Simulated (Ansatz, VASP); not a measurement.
## Al: VASP beside Ansatz

```xyz
1
Lattice="-1.5912 1.6012 1.6012 1.5912 -1.5813 1.5813 1.5912 1.5813 -1.5813" Properties=species:S:1:pos:R:3 pbc="T T T"
Al    0.0000    0.0000    0.0000
```

Change from the starting cell: strain +0.0125 x Voigt [0, 0, 0, 1, 0, 0], atoms carried along.

Alike in both runs: task single point; functional PBEsol; k mesh 20 × 20 × 20; occupations gaussian, width 0.15 eV; no spin polarisation.

|  | VASP | Ansatz |
| --- | --- | --- |
| version | VASP 6.6.1 | Ansatz 0.2.0 |
| potentials or method | VASP PAW PBE potentials, release 64 (Al), cutoff 520 eV | scalar-relativistic, plane waves, PAW |
| valence electrons in the cell | 3 | 3 |

Ansatz gave:

- gap on the k mesh at the Fermi level (eV): none
- pressure (GPa): 2.2
- traceless stress, the component that is largest in VASP (GPa): -0.52

Estimate VASP's values.

gap on the k mesh at the Fermi level (eV): none; pressure (GPa): 2.3; traceless stress, the component that is largest in VASP (GPa): -0.53.

VASP's potentials were made for PBE, not for PBEsol. A gap of «none» marks a metal or a gap that the smearing closes.
